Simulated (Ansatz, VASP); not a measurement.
# Zr: VASP beside Ansatz

Contents of INCAR:

```
SYSTEM = Zr
PREC     = Accurate       ! precision mode
ENCUT    = 520            ! plane-wave cutoff, eV
EDIFF    = 1E-6           ! SCF threshold, eV
ISMEAR   = -1             ! smearing method
SIGMA    = 0.05           ! smearing width, eV
LREAL    = .False.        ! projectors in reciprocal space
LASPH    = .True.         ! aspherical terms in the spheres
NELM     = 100            ! most SCF steps
ALGO     = Normal         ! electronic algorithm
ISIF     = 2              ! what is computed and relaxed
LWAVE    = .False.        ! write WAVECAR
LCHARG   = .False.        ! write CHGCAR
GGA      = PE             ! functional
NBANDS   = 12             ! bands
```

Contents of KPOINTS:

```
Automatic mesh
0
Gamma
  16 16 16
  0 0 0
```

Contents of POSCAR:

```
Zr
1.0
   -1.4189132720      1.4189132720      1.4189132720
    1.4189132720     -1.4189132720      1.4189132720
    1.4189132720      1.4189132720     -1.4189132720
Zr
1
Direct
    0.0000000000      0.0000000000      0.0000000000
```

Input for Ansatz:

```yaml
crystal:
  lattice:
    - [-1.418913272, 1.418913272, 1.418913272]
    - [1.418913272, -1.418913272, 1.418913272]
    - [1.418913272, 1.418913272, -1.418913272]
  atoms:
    - { symbol: Zr, position: [0.0, 0.0, 0.0] }
kpoints:
  mp_grid: { grid: [16, 16, 16] }
scf:
  occupations: { method: fermi_dirac, width: 0.05 }
hamiltonian:
  xc: pbe
  pseudopotentials: { kind: nc }
output:
  forces: true
  stress: true
  eigenvalues: true
```

Change from the starting cell: volume scaled by 0.5, norm-conserving files.

Alike in both runs: task single point; functional PBE; k mesh 16 × 16 × 16; occupations fermi-dirac, width 0.05 eV; no spin polarisation.

```csv
,VASP,Ansatz
version,VASP 6.6.1,Ansatz 0.2.0
potentials or method,"VASP PAW PBE potentials, release 64 (Zr_sv)","norm-conserving pseudopotentials, scalar-relativistic"
plane-wave cutoff (eV),520,898
valence electrons in the cell,12,12
```

```csv
,VASP,Ansatz,Ansatz less VASP
pressure (GPa),198.1,196.2,-1.92
```

Both programs put the cell under a high pressure, so it lies far from rest at this level.

Noted on VASP's run: the cell as given lies far from equilibrium.
